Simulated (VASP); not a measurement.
# InP (I-4m2) in VASP: further runs

InP is run at these levels: PBE; tasks: single point.

All numbers are computed with VASP 6.6.1; they aren't measurements. Logs are shortened: lines on timing, memory, paths and dates and some standing lists are left out, and cuts for length are marked.

## 1. The cell of the first run

The structure is tetragonal, space group I-4m2 (No. 119). The conventional cell has a = 4.214 Å, b = 4.214 Å, c = 5.871 Å, α = 90.00°, β = 90.00°, γ = 90.00°. In (site symmetry -4m2) has 4 P at 2.57 Å within 3.4 Å. P (site symmetry -4m2) has 4 In at 2.57 Å within 3.4 Å.

## 2. Single point, PBE (strain -0.0150 x Voigt [0, 0, 1, 0, 0, 0])

The input, INCAR:

```
PREC = Accurate
ENCUT = 520
EDIFF = 1E-7
ISMEAR = 0
SIGMA = 0.05
LREAL = F
LASPH = T
NELM = 100
ALGO = Normal
ISIF = 2
LWAVE = F
LCHARG = T
GGA = PE
LELF = T
LVHAR = T
NBANDS = 16
```

The input, KPOINTS:

```
regular mesh
0
Gamma
  10 10 10
```

The input, POSCAR:

```
InP
1.0
    0.0000000000      2.9800342081      2.9353336950
    2.9800342081      0.0000000000      2.9353336950
    2.9800342081      2.9800342081      0.0000000000
In P
1 1
Direct
    0.0000000000      0.0000000000      0.0000000000
    0.7500000000      0.7500000000      0.7500000000
```

Potentials or basis: VASP PAW PBE potentials, release 64 (In_d, P).

Run with:

```bash
> cat potpaw_PBE.64/In_d/POTCAR potpaw_PBE.64/P/POTCAR > POTCAR
> mpirun -np 1 vasp_std > vasp.out
```

OUTCAR:

```text
PREC = Accurate
   ENCUT = 520
   EDIFF = 1E-7
   ISMEAR = 0
   LREAL = F
   LASPH = T
   NELM = 100
   ISIF = 2
   GGA = PE

 ion  position               nearest neighbor table
   1  0.000  0.000  0.000-   2 2.57   2 2.57   2 2.57   2 2.57
   2  0.750  0.750  0.750-   1 2.57   1 2.57   1 2.57   1 2.57

  LATTYP: Found a body centered tetragonal cell.
 ALAT       =     4.2144047934
 C/A-ratio  =     1.3930003589

  Lattice vectors:

 A1 = (   0.0000000000,  -2.9800342081,  -2.9353336950)
 A2 = (   0.0000000000,   2.9800342081,  -2.9353336950)
 A3 = (   2.9800342081,   0.0000000000,   2.9353336950)

Analysis of symmetry for initial positions (statically):
=====================================================================
 Subroutine PRICEL returns:
 Original cell was already a primitive cell.

 Routine SETGRP: Setting up the symmetry group for a
 body centered tetragonal supercell.

 Subroutine GETGRP returns: Found  8 space group operations
 (whereof  8 operations were pure point group operations)
 out of a pool of 16 trial point group operations.

The static configuration has the point symmetry D_2d.

Analysis of symmetry for dynamics (positions and initial velocities):
=====================================================================
 Subroutine PRICEL returns:
 Original cell was already a primitive cell.

 Routine SETGRP: Setting up the symmetry group for a
 body centered tetragonal supercell.

 Subroutine GETGRP returns: Found  8 space group operations
 (whereof  8 operations were pure point group operations)
 out of a pool of 16 trial point group operations.

The dynamic configuration has the point symmetry D_2d.

 Subroutine INISYM returns: Found  8 space group operations
 (whereof  8 operations are pure point group operations),
 and found     1 'primitive' translations

----------------------------------------------------------------------------------------

                                     Primitive cell

  volume of cell :      52.1351

  direct lattice vectors                    reciprocal lattice vectors
     0.000000000  2.980034208  2.935333695    -0.167783309  0.167783309  0.170338385
     2.980034208  0.000000000  2.935333695     0.167783309 -0.167783309  0.170338385
     2.980034208  2.980034208  0.000000000     0.167783309  0.167783309 -0.170338385

  length of vectors
     4.182916182  4.182916182  4.214404793     0.292091840  0.292091840  0.292091840

  position of ions in fractional coordinates (direct lattice)
     0.000000000  0.000000000  0.000000000
     0.750000000  0.750000000  0.750000000

  ion indices of the primitive-cell ions
   primitive index   ion index
                 1           1
                 2           2

----------------------------------------------------------------------------------------

 KPOINTS: regular mesh

Automatic generation of k-mesh.
 Grid dimensions read from file:
 generate k-points for:   10   10   10

 Generating k-lattice:

  Cartesian coordinates                     Fractional coordinates (reciprocal lattice)
    -0.016778331  0.016778331  0.017033838     0.100000000 -0.000000000  0.000000000
     0.016778331 -0.016778331  0.017033838    -0.000000000  0.100000000  0.000000000
     0.016778331  0.016778331 -0.017033838     0.000000000  0.000000000  0.100000000

  Length of vectors
     0.029209184  0.029209184  0.029209184

  Shift w.r.t. Gamma in fractional coordinates (k-lattice)
     0.000000000  0.000000000  0.000000000

 Subroutine IBZKPT returns following result:
 ===========================================

 Found    102 irreducible k-points:

 Following reciprocal coordinates:
            Coordinates               Weight
  0.000000  0.000000  0.000000      1.000000
  0.100000  0.000000  0.000000      8.000000
  0.200000  0.000000  0.000000      8.000000
  0.300000  0.000000  0.000000      8.000000
  0.400000  0.000000  0.000000      8.000000
  0.500000  0.000000  0.000000      4.000000
[... 16 lines left out ...]
  0.300000  0.300000  0.000000      2.000000
[... 51 lines left out ...]
     16      14.1871      0.00000

 k-point     8 :       0.2000    0.1000    0.0000
  band No.  band energies     occupation
      1      -9.3473      2.00000
      2      -9.2921      2.00000
      3      -9.2912      2.00000
      4      -9.1814      2.00000
      5      -9.1658      2.00000
      6      -6.0776      2.00000
[... 8 lines left out ...]
     15      14.0236      0.00000
     16      14.7965      0.00000

 k-point     9 :       0.3000    0.1000    0.0000
  band No.  band energies     occupation
      1      -9.3763      2.00000
      2      -9.2816      2.00000
      3      -9.2795      2.00000
      4      -9.1814      2.00000
      5      -9.1616      2.00000
      6      -5.6599      2.00000
[... 8 lines left out ...]
     15      14.1733      0.00000
     16      14.5394      0.00000
[... 172 lines left out ...]
 k-point    19 :       0.5000    0.2000    0.0000
  band No.  band energies     occupation
      1      -9.4240      2.00000
      2      -9.2613      2.00000
      3      -9.2535      2.00000
      4      -9.1854      2.00000
      5      -9.1542      2.00000
      6      -4.6876      2.00000
[... 8 lines left out ...]
     15      15.4646      0.00000
     16      16.1604      0.00000

 k-point    20 :      -0.4000    0.2000    0.0000
  band No.  band energies     occupation
      1      -9.4212      2.00000
      2      -9.2636      2.00000
      3      -9.2559      2.00000
      4      -9.1770      2.00000
      5      -9.1612      2.00000
      6      -4.6296      2.00000
[... 8 lines left out ...]
     15      14.2224      0.00000
     16      15.9700      0.00000

 k-point    21 :      -0.3000    0.2000    0.0000
  band No.  band energies     occupation
      1      -9.4078      2.00000
      2      -9.2668      2.00000
      3      -9.2642      2.00000
      4      -9.1707      2.00000
      5      -9.1701      2.00000
      6      -4.9680      2.00000
[... 8 lines left out ...]
     15      14.8558      0.00000
     16      16.1897      0.00000

 k-point    22 :      -0.2000    0.2000    0.0000
  band No.  band energies     occupation
      1      -9.3874      2.00000
      2      -9.2774      2.00000
      3      -9.2718      2.00000
      4      -9.1751      2.00000
      5      -9.1682      2.00000
      6      -5.4347      2.00000
[... 8 lines left out ...]
     15      14.8852      0.00000
     16      16.0122      0.00000

 k-point    23 :       0.3000    0.3000    0.0000
  band No.  band energies     occupation
      1      -9.4210      2.00000
      2      -9.2502      2.00000
      3      -9.2502      2.00000
      4      -9.2035      2.00000
      5      -9.1507      2.00000
      6      -5.2698      2.00000
[... 8 lines left out ...]
     15      14.8795      0.00000
     16      17.5094      0.00000

 k-point    24 :       0.4000    0.3000    0.0000
  band No.  band energies     occupation
      1      -9.4392      2.00000
      2      -9.2415      2.00000
      3      -9.2390      2.00000
      4      -9.2068      2.00000
      5      -9.1472      2.00000
      6      -4.8750      2.00000
[... 8 lines left out ...]
     15      15.3259      0.00000
     16      17.3629      0.00000

 [... further k-points ...]
[... 5 lines left out ...]
  --------------------------------------------------------------------------------------
  -------------------------------------------------------------------------------------
  Total        0.2146993      0.2146993      0.4096698      0.0000000      0.0000000      0.0000000
  in kB        6.5979848      6.5979848     12.5896762      0.0000000      0.0000000      0.0000000
  external PRESSURE =       8.5952152 kB  Pullay stress =       0.0000000 kB

 VOLUME and BASIS-vectors are now :
 -----------------------------------------------------------------------------
  energy-cutoff  :      520.00
  volume of cell :       52.14
      direct lattice vectors                 reciprocal lattice vectors
     0.000000000  2.980034208  2.935333695    -0.167783309  0.167783309  0.170338385
     2.980034208  0.000000000  2.935333695     0.167783309 -0.167783309  0.170338385
     2.980034208  2.980034208  0.000000000     0.167783309  0.167783309 -0.170338385

 POSITION                                       TOTAL-FORCE (eV/Angst)
 -----------------------------------------------------------------------------------
      0.00000      0.00000      0.00000         0.000000      0.000000      0.000000
      4.47005      4.47005      4.40300        -0.000000     -0.000000      0.000000
 -----------------------------------------------------------------------------------
    total drift:                                0.000000      0.000000      0.000000

  FREE ENERGIE OF THE ION-ELECTRON SYSTEM (eV)
  ---------------------------------------------------
  free  energy   TOTEN  =        -8.4048617701 eV

  energy  without entropy=       -8.4048617701  energy(sigma->0) =       -8.40486177
```

It took 2.9 min on 1 thread of AMD EPYC 7R13, shared host; peak memory 0.2 GiB.

Results:

| Quantity | Value |
| --- | --- |
| Free energy | -8.4049 eV |
| Pressure | 0.9 GPa |
| Band gap on the k mesh | 0.47 eV, direct |

Caveat: the cell differs from its parent crystal (strain -0.0150 x Voigt [0, 0, 1, 0, 0, 0]); spin-orbit coupling is left out, which moves the levels of the heavy elements.

## 3. Single point, PBE (strain +0.0150 x Voigt [0, 0, 1, 0, 0, 0])

The input, INCAR:

```
PREC = Accurate
ENCUT = 520
EDIFF = 1E-6
ISMEAR = 0
SIGMA = 0.05
LREAL = F
LASPH = T
NELM = 80
ALGO = Normal
ISIF = 2
LWAVE = F
LCHARG = F
GGA = PE
NBANDS = 16
```

The input, KPOINTS:

```
Automatic mesh
0
Gamma
  10 10 10
```

The input, POSCAR:

```
InP
1.0
    0.0000000000      2.9800342081      3.0247347212
    2.9800342081      0.0000000000      3.0247347212
    2.9800342081      2.9800342081      0.0000000000
In P
1 1
Direct
    0.0000000000      0.0000000000      0.0000000000
    0.7500000000      0.7500000000      0.7500000000
```

Potentials or basis: VASP PAW PBE potentials, release 64 (In_d, P).

Run with:

```bash
> cat potpaw_PBE.64/In_d/POTCAR potpaw_PBE.64/P/POTCAR > POTCAR
> mpirun -np 1 vasp_std > vasp.out
```

Run time: 2.3 min. Hardware: 1 thread of AMD EPYC 7R13, shared host; peak memory 0.2 GiB.

The run converged. Its results:

- Free energy: -8.4047 eV
- Pressure: -0.9 GPa
- Band gap on the k mesh: 0.33 eV, direct

Stress tensor (GPa, compression positive):
```
-0.71  0.00  0.00
 0.00 -0.71  0.00
 0.00  0.00 -1.35
```

Levels at points of the mesh, in eV from the valence-band top:
```tsv
k point	band 5	band 6	band 7	band 8	band 9	band 10	band 11	band 12	band 13	band 14
(0.00, 0.00, 0.00)	-13.97	-11.11	-0.07	0.00	0.00	0.33	4.06	4.06	4.08	8.26
(0.50, 0.00, 0.00)	-13.96	-9.59	-5.42	-0.95	-0.86	1.32	4.73	4.82	6.93	9.17
(0.50, 0.50, 0.00)	-13.95	-9.04	-5.56	-2.08	-2.08	1.90	2.32	8.71	9.14	9.14
(0.50, 0.00, 0.50)	-13.94	-9.00	-5.47	-2.16	-2.15	1.82	2.19	8.84	9.08	9.17
```

Caveat: the cell differs from its parent crystal (strain +0.0150 x Voigt [0, 0, 1, 0, 0, 0]); spin-orbit coupling is left out, which moves the levels of the heavy elements.

## 4. Single point, PBE (strain +0.0300 x Voigt [0, 0, 1, 0, 0, 0])

The input, INCAR:

```
ALGO = Normal
EDIFF = 1E-6
ENCUT = 520
GGA = PE
ISIF = 2
ISMEAR = 0
LASPH = True
LCHARG = False
LREAL = False
LWAVE = False
NBANDS = 16
NELM = 100
PREC = Accurate
SIGMA = 0.05
```

The input, KPOINTS:

```
k-points
0
Gamma
  10 10 10
```

The input, POSCAR:

```
InP
1.0
    0.0000000000      2.9800342081      3.0694352343
    2.9800342081      0.0000000000      3.0694352343
    2.9800342081      2.9800342081      0.0000000000
In P
1 1
Direct
    0.0000000000      0.0000000000      0.0000000000
    0.7500000000      0.7500000000      0.7500000000
```

Run with:

```bash
> cat potpaw_PBE.64/In_d/POTCAR potpaw_PBE.64/P/POTCAR > POTCAR
> mpirun -np 1 vasp_std > vasp.out
```

It took 2.4 min on 1 thread of AMD EPYC 7R13, shared host; peak memory 0.2 GiB.

It converged, with:

```yaml
Free_energy: -8.3952 eV
Pressure: -1.7 GPa
Band_gap_on_the_k_mesh: 0.23 eV, direct
```

Stress tensor (GPa, compression positive):
```
-1.28  0.00  0.00
 0.00 -1.28  0.00
 0.00  0.00 -2.58
```

Levels at points of the mesh, in eV from the valence-band top:
```tsv
k point	band 7	band 8	band 9	band 10	band 11	band 12
(0.00, 0.00, 0.00)	-0.14	0.00	0.00	0.23	4.03	4.03
(0.50, 0.00, 0.00)	-5.37	-1.00	-0.81	1.25	4.67	4.84
(0.50, 0.50, 0.00)	-5.57	-2.00	-2.00	1.95	2.38	8.51
(0.50, 0.00, 0.50)	-5.41	-2.16	-2.15	1.80	2.13	8.76
```

Caveat: the cell differs from its parent crystal (strain +0.0300 x Voigt [0, 0, 1, 0, 0, 0]); spin-orbit coupling is left out, which moves the levels of the heavy elements.

## 5. Single point, PBE (strain +0.0450 x Voigt [0, 0, 1, 0, 0, 0])

The input, INCAR:

```
SYSTEM = InP
PREC = Accurate
ENCUT = 520
EDIFF = 1E-6
ISMEAR = 0
SIGMA = 0.05
LREAL = .FALSE.
LASPH = .TRUE.
NELM = 80
ALGO = Normal
ISIF = 2
LWAVE = .FALSE.
LCHARG = .FALSE.
GGA = PE
NBANDS = 16
```

The input, KPOINTS:

```
regular mesh
0
G
  10 10 10
  0 0 0
```

The input, POSCAR:

```
InP
1.0
    0.0000000000      2.9800342081      3.1141357475
    2.9800342081      0.0000000000      3.1141357475
    2.9800342081      2.9800342081      0.0000000000
In P
1 1
Direct
    0.0000000000      0.0000000000      0.0000000000
    0.7500000000      0.7500000000      0.7500000000
```

Run with:

```bash
> cat potpaw_PBE.64/In_d/POTCAR potpaw_PBE.64/P/POTCAR > POTCAR
> mpirun -np 1 vasp_std > vasp.out
```

Run time: 2.2 min. Hardware: 1 thread of AMD EPYC 7R13, shared host; peak memory 0.2 GiB.

Results (log left out):

| Property | Result |
| --- | --- |
| Free energy | -8.3797 eV |
| Pressure | -2.4 GPa |
| Band gap on the k mesh | 0.12 eV, direct |

Stress tensor (GPa, compression positive):
```
-1.78  0.00  0.00
 0.00 -1.78  0.00
 0.00  0.00 -3.76
```

Levels at points of the mesh, in eV from the valence-band top:
```
           k point  band 5  band 6  band 7  band 8  band 9  band 10  band 11  band 12  band 13  band 14
(0.00, 0.00, 0.00)  -13.99  -10.98   -0.21    0.00    0.00     0.12     4.00     4.00     4.07     8.06
(0.50, 0.00, 0.00)  -13.97   -9.55   -5.33   -1.04   -0.77     1.18     4.62     4.85     6.81     8.98
(0.50, 0.50, 0.00)  -13.97   -9.08   -5.59   -1.93   -1.93     1.99     2.43     8.32     8.91     8.91
(0.50, 0.00, 0.50)  -13.96   -8.96   -5.35   -2.16   -2.15     1.78     2.06     8.69     8.70     8.94
```

Caveat: the cell differs from its parent crystal (strain +0.0450 x Voigt [0, 0, 1, 0, 0, 0]); spin-orbit coupling is left out, which moves the levels of the heavy elements.

## 6. Single point, PBE (strain +0.0525 x Voigt [0, 0, 1, 0, 0, 0])

The input, INCAR:

```
ALGO = Normal
EDIFF = 1E-6
ENCUT = 520
GGA = PE
ISIF = 2
ISMEAR = 0
LASPH = T
LCHARG = T
LELF = T
LREAL = F
LVHAR = T
LWAVE = F
NBANDS = 16
NELM = 60
PREC = Accurate
SIGMA = 0.05
```

The input, KPOINTS:

```
k-points
0
Gamma
  10 10 10
```

The input, POSCAR:

```
InP
1.0
    0.0000000000      2.9800342081      3.1364860040
    2.9800342081      0.0000000000      3.1364860040
    2.9800342081      2.9800342081      0.0000000000
In P
1 1
Direct
    0.0000000000      0.0000000000      0.0000000000
    0.7500000000      0.7500000000      0.7500000000
```

Potentials or basis: VASP PAW PBE potentials, release 64 (In_d, P).

Run with:

```bash
> cat potpaw_PBE.64/In_d/POTCAR potpaw_PBE.64/P/POTCAR > POTCAR
> mpirun -np 1 vasp_std > vasp.out
```

It took 2.3 min on 1 thread of AMD EPYC 7R13, shared host; peak memory 0.21 GiB.

Results (log left out):

```yaml
Free_energy: -8.3698 eV
Pressure: -2.8 GPa
Band_gap_on_the_k_mesh: 0.06 eV, direct
```

Stress tensor (GPa, compression positive):
```
-2.01  0.00  0.00
 0.00 -2.01  0.00
 0.00  0.00 -4.33
```

Levels at points of the mesh, in eV from the valence-band top:
```
           k point  band 6  band 7  band 8  band 9  band 10  band 11  band 12  band 13
(0.00, 0.00, 0.00)  -10.94   -0.24    0.00    0.00     0.06     3.98     3.98     4.07
(0.50, 0.00, 0.00)   -9.53   -5.31   -1.06   -0.75     1.14     4.59     4.86     6.78
(0.50, 0.50, 0.00)   -9.09   -5.60   -1.90   -1.90     2.02     2.45     8.23     8.85
(0.50, 0.00, 0.50)   -8.95   -5.32   -2.16   -2.15     1.77     2.02     8.59     8.65
```

Caveat: the cell differs from its parent crystal (strain +0.0525 x Voigt [0, 0, 1, 0, 0, 0]); spin-orbit coupling is left out, which moves the levels of the heavy elements.

## 7. Single point, PBE (strain +0.0600 x Voigt [0, 0, 1, 0, 0, 0])

The input, INCAR:

```
ALGO = Normal ; EDIFF = 1E-6
ENCUT = 520 ; GGA = PE
ISIF = 2 ; ISMEAR = 0
LASPH = True ; LCHARG = False
LREAL = False ; LWAVE = False
NBANDS = 16 ; NELM = 80
PREC = Accurate ; SIGMA = 0.05
```

KPOINTS is that of step 6.

The input, POSCAR:

```
InP
1.0
    0.0000000000      2.9800342081      3.1588362606
    2.9800342081      0.0000000000      3.1588362606
    2.9800342081      2.9800342081      0.0000000000
In P
1 1
Direct
    0.0000000000      0.0000000000      0.0000000000
    0.7500000000      0.7500000000      0.7500000000
```

Run with:

```bash
> cat potpaw_PBE.64/In_d/POTCAR potpaw_PBE.64/P/POTCAR > POTCAR
> mpirun -np 1 vasp_std > vasp.out
```

Wall time 2.2 min (1 thread of AMD EPYC 7R13, shared host); peak memory 0.21 GiB.

The run converged. Its results:

```yaml
Free_energy: -8.3585 eV
Pressure: -3.1 GPa
```

Stress tensor (GPa, compression positive):
```
-2.21  0.00  0.00
 0.00 -2.21  0.00
 0.00  0.00 -4.88
```

Levels at points of the mesh, in eV from the Fermi level:
```csv
k point,band 7,band 8,band 9,band 10,band 11,band 12
"(0.00, 0.00, 0.00)",-0.29,-0.02,-0.02,-0.01,3.95,3.95
"(0.50, 0.00, 0.00)",-5.30,-1.11,-0.75,1.09,4.55,4.85
"(0.50, 0.50, 0.00)",-5.62,-1.88,-1.88,2.02,2.45,8.12
"(0.50, 0.00, 0.50)",-5.31,-2.18,-2.17,1.74,1.97,8.47
```

Caveat: the cell differs from its parent crystal (strain +0.0600 x Voigt [0, 0, 1, 0, 0, 0]); spin-orbit coupling is left out, which moves the levels of the heavy elements.

## 8. Summary

| cell | gap on the mesh (eV) | pressure (GPa) |
| --- | --- | --- |
| a = 4.183, b = 4.183, c = 4.214 Å, angles 59.8, 59.8, 60.5°, 2 atoms | 0.47 | 0.9 |
| a = 4.246, b = 4.246, c = 4.214 Å, angles 60.2, 60.2, 59.5°, 2 atoms | 0.33 | -0.9 |
| a = 4.278, b = 4.278, c = 4.214 Å, angles 60.5, 60.5, 59.0°, 2 atoms | 0.23 | -1.7 |
| a = 4.310, b = 4.310, c = 4.214 Å, angles 60.7, 60.7, 58.5°, 2 atoms | 0.12 | -2.4 |
| a = 4.326, b = 4.326, c = 4.214 Å, angles 60.9, 60.9, 58.3°, 2 atoms | 0.06 | -2.8 |
| a = 4.343, b = 4.343, c = 4.214 Å, angles 61.0, 61.0, 58.1°, 2 atoms | - | -3.1 |

Alike in all rows: task single point; level PBE; potentials or basis VASP PAW PBE potentials, release 64 (In_d, P); no spin polarisation; k mesh 10 × 10 × 10; cutoff (eV) 520; smearing gaussian 0.05 eV.

Caveats: spin-orbit coupling is left out, which moves the levels of the heavy elements.

Total energies depend on the potentials used, so only differences within one code and one set of settings carry meaning.
